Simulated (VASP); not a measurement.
# BN (Qingsongite) (F-43m) in VASP: further runs

The runs below take BN (Qingsongite) through single point, with PBE.

Program: VASP 6.6.1. These are calculated values, not measurements. Logs are shortened: lines on timing, memory, paths and dates and some standing lists are left out, and cuts for length are marked.

### 1 The cell of the first run

Symmetry: F-43m, No. 216, cubic system. The conventional cell has a = 3.661 Å, b = 3.661 Å, c = 3.661 Å, α = 90.00°, β = 90.00°, γ = 90.00°. Within 2.1 Å of B (site symmetry -43m) lie 4 N at 1.59 Å. Within 2.1 Å of N (site symmetry -43m) lie 4 B at 1.59 Å.

### 2 Single point, PBE (volume scaled by 1.03)

INCAR reads:

```
SYSTEM = BN
PREC     = Accurate       ! precision mode
ENCUT    = 600            ! plane-wave cutoff, eV
EDIFF    = 1E-6           ! SCF threshold, eV
ISMEAR   = 0              ! smearing method
SIGMA    = 0.02           ! smearing width, eV
LREAL    = .FALSE.        ! projectors in reciprocal space
LASPH    = .TRUE.         ! aspherical terms in the spheres
NELM     = 120            ! most SCF steps
ALGO     = Normal         ! electronic algorithm
ISIF     = 2              ! what is computed and relaxed
LWAVE    = .FALSE.        ! write WAVECAR
LCHARG   = .TRUE.         ! write CHGCAR
GGA      = PE             ! functional
LELF     = .TRUE.         ! ELF
LVHAR    = .TRUE.       
NBANDS   = 11             ! bands
GGA_COMPAT= .FALSE.
```

KPOINTS reads:

```
regular mesh
0
G
  12 12 12
  0 0 0
```

POSCAR reads:

```
BN
1.0
    0.0000000000      1.8302716281      1.8302716281
    1.8302716281      0.0000000000      1.8302716281
    1.8302716281      1.8302716281      0.0000000000
B N
1 1
Direct
    0.0000000000      0.0000000000      0.0000000000
    0.2500000000      0.2500000000      0.2500000000
```

Potentials or basis: VASP PAW PBE potentials, release 64 (B, N).

Command:

```bash
$ cat potpaw_PBE.64/B/POTCAR potpaw_PBE.64/N/POTCAR > POTCAR
$ mpirun -np 1 vasp_std > vasp.out
```

OUTCAR:

```text
SYSTEM = BN
   PREC = Accurate
   ENCUT = 600
   EDIFF = 1E-6
   ISMEAR = 0
   LREAL = .FALSE.
   LASPH = .TRUE.
   NELM = 120
   ISIF = 2
   GGA = PE

 ion  position               nearest neighbor table
   1  0.000  0.000  0.000-   2 1.59   2 1.59   2 1.59   2 1.59
   2  0.250  0.250  0.250-   1 1.59   1 1.59   1 1.59   1 1.59

  LATTYP: Found a face centered cubic cell.
 ALAT       =     3.6605432562

  Lattice vectors:

 A1 = (   0.0000000000,   1.8302716281,   1.8302716281)
 A2 = (   1.8302716281,   0.0000000000,   1.8302716281)
 A3 = (   1.8302716281,   1.8302716281,   0.0000000000)

Analysis of symmetry for initial positions (statically):
=====================================================================
 Subroutine PRICEL returns:
 Original cell was already a primitive cell.

 Routine SETGRP: Setting up the symmetry group for a
 face centered cubic supercell.

 Subroutine GETGRP returns: Found 24 space group operations
 (whereof 24 operations were pure point group operations)
 out of a pool of 48 trial point group operations.

The static configuration has the point symmetry T_d .

Analysis of symmetry for dynamics (positions and initial velocities):
=====================================================================
 Subroutine PRICEL returns:
 Original cell was already a primitive cell.

 Routine SETGRP: Setting up the symmetry group for a
 face centered cubic supercell.

 Subroutine GETGRP returns: Found 24 space group operations
 (whereof 24 operations were pure point group operations)
 out of a pool of 48 trial point group operations.

The dynamic configuration has the point symmetry T_d .

 Subroutine INISYM returns: Found 24 space group operations
 (whereof 24 operations are pure point group operations),
 and found     1 'primitive' translations

----------------------------------------------------------------------------------------

                                     Primitive cell

  volume of cell :      12.2624

  direct lattice vectors                    reciprocal lattice vectors
     0.000000000  1.830271628  1.830271628    -0.273183495  0.273183495  0.273183495
     1.830271628  0.000000000  1.830271628     0.273183495 -0.273183495  0.273183495
     1.830271628  1.830271628  0.000000000     0.273183495  0.273183495 -0.273183495

  length of vectors
     2.588394959  2.588394959  2.588394959     0.473167693  0.473167693  0.473167693

  position of ions in fractional coordinates (direct lattice)
     0.000000000  0.000000000  0.000000000
     0.250000000  0.250000000  0.250000000

  ion indices of the primitive-cell ions
   primitive index   ion index
                 1           1
                 2           2

----------------------------------------------------------------------------------------

 KPOINTS: regular mesh

Automatic generation of k-mesh.
 Grid dimensions read from file:
 generate k-points for:   12   12   12

 Generating k-lattice:

  Cartesian coordinates                     Fractional coordinates (reciprocal lattice)
    -0.022765291  0.022765291  0.022765291     0.083333333  0.000000000  0.000000000
     0.022765291 -0.022765291  0.022765291     0.000000000  0.083333333  0.000000000
     0.022765291  0.022765291 -0.022765291     0.000000000  0.000000000  0.083333333

  Length of vectors
     0.039430641  0.039430641  0.039430641

  Shift w.r.t. Gamma in fractional coordinates (k-lattice)
     0.000000000  0.000000000  0.000000000

 Subroutine IBZKPT returns following result:
 ===========================================

 Found     72 irreducible k-points:

 Following reciprocal coordinates:
            Coordinates               Weight
  0.000000  0.000000  0.000000      1.000000
  0.083333  0.000000  0.000000      8.000000
  0.166667  0.000000  0.000000      8.000000
  0.250000  0.000000  0.000000      8.000000
  0.333333  0.000000  0.000000      8.000000
  0.416667  0.000000  0.000000      8.000000
[... 16 lines left out ...]
  0.500000  0.166667  0.000000     24.000000
 -0.416667  0.166667  0.000000     24.000000
 [... further k-points ...]
   k-points           NKPTS =     72   k-points in BZ     NKDIM =     72   number of bands    NBANDS=     11
   number of dos      NEDOS =    301   number of ions     NIONS =      2
   total plane-waves  NPLWV =  13824
   dimension x,y,z NGX =    24 NGY =   24 NGZ =   24
   dimension x,y,z NGXF=    48 NGYF=   48 NGZF=   48
   ions per type =               1   1
   NGX,Y,Z   is equivalent  to a cutoff of  15.41, 15.41, 15.41 a.u.
   NGXF,Y,Z  is equivalent  to a cutoff of  30.83, 30.83, 30.83 a.u.
 SYSTEM =  BN
   PREC   = accura    normal or accurate (medium, high low for compatibility)
   ISTART =      0    job   : 0-new  1-cont  2-samecut
   ICHARG =      2    charge: 1-file 2-atom 10-const
   ISPIN  =      1    spin polarized calculation?
   LNONCOLLINEAR =      F non collinear calculations
   LSORBIT =      F    spin-orbit coupling
   LASPH  =      T    aspherical Exc in radial PAW
   ENCUT  =  600.0 eV  44.10 Ry    6.64 a.u.   5.17  5.17  5.17*2*pi/ulx,y,z
   NELM   =    120;   NELMIN=  2; NELMDL= -5     # of ELM steps
   EDIFF  = 0.1E-05   stopping-criterion for ELM
   LREAL  =      F    real-space projection
   EDIFFG = 0.1E-04   stopping-criterion for IOM
   NSW    =      0    number of steps for IOM
   IBRION =     -1    ionic relax: 0-MD 1-quasi-New 2-CG
   NFREE  =      0    steps in history (QN), initial steepest desc. (CG)
   ISIF   =      2    stress and relaxation
   ISYM   =      2    0-nonsym 1-usesym 2-fastsym
   POTIM  = 0.5000    time-step for ionic-motion
   TEBEG  =    0.0;   TEEND  =   0.0 temperature during run
   PSTRESS=    0.0 pullay stress
   NELECT =       8.0000    total number of electrons
   NUPDOWN=      -1.0000    fix difference up-down
   EMIN   =  10.00;   EMAX   =-10.00  energy-range for DOS
   EFERMI =   0.00;   METHOD = LEGACY
   ISMEAR =     0;   SIGMA  =   0.02  broadening in eV -4-tet -1-fermi 0-gaus
   EFERMI_NEDOS =   21; number of points for ismear=-14 and -15
   IALGO  =     38    algorithm
   IMIX   =      4    mixing-type and parameters
     AMIX     =   0.40;   BMIX     =  1.00
     AMIX_MAG =   1.60;   BMIX_MAG =  1.00
  volume/ion in A,a.u.               =       6.13        41.38
  Fermi-wavevector in a.u.,A,eV,Ry     =   1.419861  2.683149 27.429432  2.016006
  Thomas-Fermi vector in A             =   2.540837
   LORBIT       =      0    0 simple, 1 ext, 2 COOP (PROOUT), +10 PAW based schemes
   GGA     = PE    functional components
   LHFCALC =     F    Hartree Fock is set to
   AEXX    =    0.0000 exact exchange contribution
   IVDW    =     0    specifies the selected vdW correction
   LEPSILON=     F    determine dielectric tensor
   LRPA    =     F    only Hartree local field effects (RPA)
 non-spin polarized calculation
 Gauss-broadening in eV      SIGMA  =   0.02
  energy-cutoff  :      600.00
  volume of cell :       12.26
 maximum number of plane-waves:       424
 NGX is ok and might be reduce to    24
   NGX = 11   NGY = 11   NGZ = 11

 number of electron       8.0000000 magnetization

 Free energy of the ion-electron system (eV)
  ---------------------------------------------------
  ext. energy  EPLUGINS =         0.00000000
  ---------------------------------------------------
  free energy    TOTEN  =       -17.44362696 eV

  energy without entropy =      -17.44362696  energy(sigma->0) =      -17.44362696

 E-fermi :   7.0485     XC(G=0): -12.6376

 val. band max:        6.9470992047   @ k =   0.0000   0.0000   0.0000
 cond. band min:      11.3653954643   @ k =   0.5000   0.5000   0.0000
 fundamental gap:      4.4182962596
 Fermi energy:         7.0484705553

 k-point     1 :       0.0000    0.0000    0.0000
  band No.  band energies     occupation
      1     -12.8631      2.00000
      2       6.9471      2.00000
      3       6.9471      2.00000
      4       6.9471      2.00000
      5      15.5881      0.00000
      6      15.5881      0.00000
      7      15.5881      0.00000
      8      16.6927      0.00000
      9      31.0007      0.00000
     10      34.2601      0.00000
     11      34.2601      0.00000

 k-point     2 :       0.0833    0.0000    0.0000
  band No.  band energies     occupation
      1     -12.6992      2.00000
      2       6.0565      2.00000
      3       6.7738      2.00000
      4       6.7738      2.00000
      5      15.7366      0.00000
      6      15.8509      0.00000
      7      15.8509      0.00000
      8      17.2946      0.00000
      9      30.8733      0.00000
     10      32.1164      0.00000
     11      32.1164      0.00000

 k-point     3 :       0.1667    0.0000    0.0000
  band No.  band energies     occupation
      1     -12.2142      2.00000
      2       4.0111      2.00000
      3       6.3511      2.00000
      4       6.3511      2.00000
      5      15.9630      0.00000
      6      16.4640      0.00000
      7      16.4640      0.00000
      8      18.6643      0.00000
      9      30.4431      0.00000
     10      30.6020      0.00000
     11      30.6020      0.00000

 k-point     4 :       0.2500    0.0000    0.0000
  band No.  band energies     occupation
      1     -11.4322      2.00000
      2       1.6144      2.00000
      3       5.8618      2.00000
      4       5.8618      2.00000
      5      16.2005      0.00000
      6      17.0569      0.00000
      7      17.0569      0.00000
      8      20.0281      0.00000
      9      29.9254      0.00000
     10      30.1947      0.00000
     11      30.1947      0.00000
[... 239 lines left out ...]
 k-point    22 :       0.4167    0.1667    0.0000
  band No.  band energies     occupation
      1      -9.5579      2.00000
      2      -0.9965      2.00000
      3       3.9007      2.00000
      4       4.1047      2.00000
      5      15.2642      0.00000
      6      18.9192      0.00000
      7      19.5120      0.00000
      8      20.3330      0.00000
      9      26.8888      0.00000
     10      32.4667      0.00000
     11      34.7985      0.00000

 k-point    23 :       0.5000    0.1667    0.0000
  band No.  band energies     occupation
      1      -8.6444      2.00000
      2      -2.4809      2.00000
      3       3.3348      2.00000
      4       4.1733      2.00000
      5      15.6216      0.00000
      6      18.8410      0.00000
      7      19.2879      0.00000
      8      21.5767      0.00000
      9      27.2602      0.00000
     10      32.6211      0.00000
     11      34.0041      0.00000

 k-point    24 :      -0.4167    0.1667    0.0000
  band No.  band energies     occupation
      1      -8.4724      2.00000
      2      -2.7333      2.00000
      3       2.9479      2.00000
      4       4.4756      2.00000
      5      16.0646      0.00000
      6      18.6926      0.00000
      7      18.9080      0.00000
      8      22.1522      0.00000
      9      27.5438      0.00000
     10      31.8373      0.00000
     11      32.8846      0.00000

 [... further k-points ...]

------------------------ aborting loop because EDIFF is reached ----------------------------------------

  FORCE on cell =-STRESS in cart. coord.  units (eV):
  Direction    XX          YY          ZZ          XY          YZ          ZX
  --------------------------------------------------------------------------------------
  -------------------------------------------------------------------------------------
  Total       -0.8032412     -0.8032412     -0.8032412      0.0000000     -0.0000000      0.0000000
  in kB     -104.9493901   -104.9493901   -104.9493901      0.0000000     -0.0000000      0.0000000
  external PRESSURE =    -104.9493901 kB  Pullay stress =       0.0000000 kB

 VOLUME and BASIS-vectors are now :
 -----------------------------------------------------------------------------
  energy-cutoff  :      600.00
  volume of cell :       12.26
      direct lattice vectors                 reciprocal lattice vectors
     0.000000000  1.830271628  1.830271628    -0.273183495  0.273183495  0.273183495
     1.830271628  0.000000000  1.830271628     0.273183495 -0.273183495  0.273183495
     1.830271628  1.830271628  0.000000000     0.273183495  0.273183495 -0.273183495

 POSITION                                       TOTAL-FORCE (eV/Angst)
 -----------------------------------------------------------------------------------
      0.00000      0.00000      0.00000        -0.000000     -0.000000     -0.000000
      0.91514      0.91514      0.91514         0.000000      0.000000      0.000000
 -----------------------------------------------------------------------------------
    total drift:                                0.000000      0.000000      0.000000

  FREE ENERGIE OF THE ION-ELECTRON SYSTEM (eV)
  ---------------------------------------------------
  free  energy   TOTEN  =       -17.4436269618 eV

  energy  without entropy=      -17.4436269618  energy(sigma->0) =      -17.44362696
```

It took 12 s on 1 thread of AMD EPYC 7R13 (Zen 3), shared host; peak memory 0.11 GiB.

What came out:

| Quantity | Value |
| --- | --- |
| Free energy | -17.4436 eV |
| Pressure | -10.5 GPa |
| Band gap on the k mesh | 4.42 eV, indirect (least direct gap 8.64 eV) |

Caveat: the cell differs from its parent crystal (volume scaled by 1.03).

### 3 Single point, PBE

This run uses another cell than the first one, of 4.56 Å³/atom, 0.744 times its volume.

INCAR reads:

```
PREC = Accurate
ENCUT = 600
EDIFF = 1E-6
ISMEAR = 0
SIGMA = 0.1
LREAL = F
LASPH = T
NELM = 120
ALGO = Normal
ISIF = 2
LWAVE = F
LCHARG = T
GGA = PE
LELF = T
LVHAR = T
NBANDS = 11
GGA_COMPAT = F
```

KPOINTS reads:

```
regular mesh
0
Gamma
  10 10 10
```

POSCAR reads:

```
BN
1.0
    0.0000000000      1.6582059778      1.6582059778
    1.6582059778      0.0000000000      1.6582059778
    1.6582059778      1.6582059778      0.0000000000
B N
1 1
Direct
    0.0000000000      0.0000000000      0.0000000000
    0.2500000000      0.2500000000      0.2500000000
```

Potentials or basis: VASP PAW PBE potentials, release 64 (B, N).

Command:

```bash
$ cat potpaw_PBE.64/B/POTCAR potpaw_PBE.64/N/POTCAR > POTCAR
$ mpirun -np 1 vasp_std > vasp.out
```

It took 6.8 s on 1 thread of Intel Xeon 8259CL, shared host; peak memory 0.12 GiB.

Results (log left out):

* Free energy: -16.3012 eV
* Pressure: 161.4 GPa
* Band gap on the k mesh: 4.69 eV, indirect (least direct gap 10.06 eV)

Levels at points of the mesh, in eV from the valence-band top:
```tsv
k point	band 2	band 3	band 4	band 5	band 6	band 7
(0.00, 0.00, 0.00)	0.00	0.00	0.00	10.06	10.06	10.06
(0.50, 0.00, 0.00)	-13.32	-2.49	-2.49	12.11	12.11	13.78
(0.50, 0.50, 0.00)	-10.81	-6.34	-6.34	4.69	10.66	22.25
```
